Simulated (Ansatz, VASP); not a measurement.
## One calculation of Cd, two programs

```
CELL_PARAMETERS angstrom
2.92585 0.00000 0.00000
-1.46293 2.53386 0.00000
0.00000 0.00000 18.68120
ATOMIC_POSITIONS crystal
Cd 0.83333 0.16667 0.42824
Cd 0.16667 0.83333 0.57176
```

Alike in both runs: task single point; functional LDA; k mesh 13 × 13 × 1; occupations fermi-dirac, width 0.08 eV; no spin polarisation.

```csv
,VASP,Ansatz
version,VASP 6.6.1,Ansatz 0.2.0
potentials or method,"VASP PAW LDA potentials, release 64 (Cd)","PAW with Ansatz's default frozen-core files, scalar-relativistic"
plane-wave cutoff (eV),520,420
valence electrons in the cell,24,40
```

```tsv
	VASP	Ansatz	Ansatz less VASP
rms of the force components (eV/Å)	0.001	0.013	+0.0128
```

LDA's correlation is that of Perdew and Zunger in VASP and of Perdew and Wang (1992) in Ansatz. Atom by atom the forces differ by 0.014 eV/Å (rms over components). VASP's potentials hold 24 valence electrons a cell and Ansatz's 40, so a difference there can come from the potentials and not from the codes.
